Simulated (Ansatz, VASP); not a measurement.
Two plane-wave programs on EuS

File INCAR:

```
PREC = Accurate ; ENCUT = 600
EDIFF = 1E-6 ; ISMEAR = 0
SIGMA = 0.05 ; LREAL = False
LASPH = True ; NELM = 200
ALGO = Normal ; ISIF = 2
LWAVE = False ; LCHARG = False
ISPIN = 2 ; MAGMOM = 7 -7 0 0
LORBIT = 11 ; LMAXMIX = 6
LDAU = True ; LDAUTYPE = 2
LDAUL = 3 -1 ; LDAUU = 6 0
LDAUJ = 0 0 ; LDAUPRINT = 1
GGA = PE ; NBANDS = 35
GGA_COMPAT = False
```

Contents of KPOINTS:

```
regular mesh
0
Gamma
  8 8 4
```

POSCAR

```
EuS
1.0
    0.0000000000      2.9785018670      2.9785018670
    5.9570037340      2.9785018670      2.9785018670
    5.9570037340      5.9570037340      0.0000000000
Eu S
2 2
Direct
    0.5000000000      0.5000000000      0.0000000000
    0.5000000000      0.5000000000      0.5000000000
    0.0000000000      0.0000000000      0.0000000000
    0.0000000000      0.0000000000      0.5000000000
```

Input for Ansatz:

```yaml
crystal:
  lattice:
    - [0.0, 2.978501867, 2.978501867]
    - [5.957003734, 2.978501867, 2.978501867]
    - [5.957003734, 5.957003734, 0.0]
  atoms:
    - { symbol: Eu, position: [0.5, 0.5, 0.0], spin: 7.0 }
    - { symbol: S, position: [0.0, 0.0, 0.0] }
    - { symbol: Eu, position: [0.5, 0.5, 0.5], spin: -7.0 }
    - { symbol: S, position: [0.0, 0.0, 0.5] }
basis:
  ecutwfc: 420
  ecutrho_ratio: 4
kpoints:
  mp_grid: { grid: [8, 8, 4] }
hamiltonian:
  xc: pbe
  hubbard: { sites: [{ species: Eu, l: f, u_eff: 6.0 }] }
scf:
  occupations: { method: gaussian, width: 0.05 }
  lower_state_search: "off"
output:
  forces: true
  stress: true
  eigenvalues: true
  populations: true
  hubbard: { sites: [{ species: Eu, l: f }] }
magnetization:
  spin_polarized: true
checkpoint:
  read: start.run
  write: ck
  compress: false
  write_wavefunctions: false
  write_every: 100000
```

Alike in both runs: task single point; functional PBE; k mesh 8 × 8 × 4; occupations gaussian, width 0.05 eV; collinear spin; Hubbard terms Eu f U = 6.0 eV.

```csv
,VASP,Ansatz
version,VASP 6.6.1,Ansatz 0.2.0
potentials or method,"VASP PAW PBE potentials, release 64 (Eu, S), cutoff 600 eV","scalar-relativistic, plane waves, PAW"
valence electrons in the cell,46,46
```

|  | VASP | Ansatz | Ansatz less VASP |
| --- | --- | --- | --- |
| gap on the k mesh at the Fermi level (eV) | 0.79 | 1.17 | +0.376 |
| least direct gap on the mesh (eV) | 0.79 | 1.17 | +0.376 |
| pressure (GPa) | 1.1 | 0.8 | -0.29 |
| net moment per atom (μB) | 0.00 | 0.00 | 0.000 |
| size of the moment on the site where the two differ most (μB) | 6.71 | 6.86 | +0.143 |

Site moments also hang on the region over which each program counts them. The programs project onto different local orbitals, so the same U acts differently, and such runs can settle in different states. Ansatz's warnings: stability check not made.

Spin-orbit coupling is off throughout.
